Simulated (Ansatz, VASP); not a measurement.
**Ba2LiB6Os: VASP beside Ansatz**

```
CELL_PARAMETERS angstrom
0.00000 3.98073 3.98073
3.98073 0.00000 3.98073
3.98073 3.98073 0.00000
ATOMIC_POSITIONS crystal
Li 0.50000 0.50000 0.50000
Ba 0.25000 0.25000 0.25000
Ba 0.75000 0.75000 0.75000
Os 0.00000 0.00000 0.00000
B 0.76700 0.23300 0.23300
B 0.23300 0.76700 0.23300
B 0.23300 0.76700 0.76700
B 0.76700 0.23300 0.76700
B 0.23300 0.23300 0.76700
B 0.76700 0.76700 0.23300
```

Alike in both runs: task single point; functional r2SCAN; k mesh 4 × 4 × 4; occupations fermi-dirac, width 0.15 eV; no spin polarisation.

|  | VASP | Ansatz |
| --- | --- | --- |
| version | VASP 6.6.1 | Ansatz 0.2.0 |
| potentials or method | VASP PAW PBE potentials, release 64 (Li_sv, Ba_sv, Os, B), cutoff 520 eV | PAW plane waves |
| valence electrons in the cell | 49 | 57 |

```csv
,VASP,Ansatz,Ansatz less VASP
gap on the k mesh at the Fermi level (eV),none,none,-
rms of the force components (eV/Å),2.398,2.263,-0.1343
```

VASP's potentials were made for PBE, not for r2SCAN. Atom by atom the forces differ by 0.134 eV/Å (rms over components). A gap of «none» marks a metal or a gap that the smearing closes. The functional is the same, so the differences come from potentials, cutoffs and numerics. VASP's potentials hold 49 valence electrons a cell and Ansatz's 57, so a difference there can come from the potentials and not from the codes.

Neither program's run includes spin-orbit coupling. Noted on VASP's run: the cutoff is short for stress, so the pressure is rough.
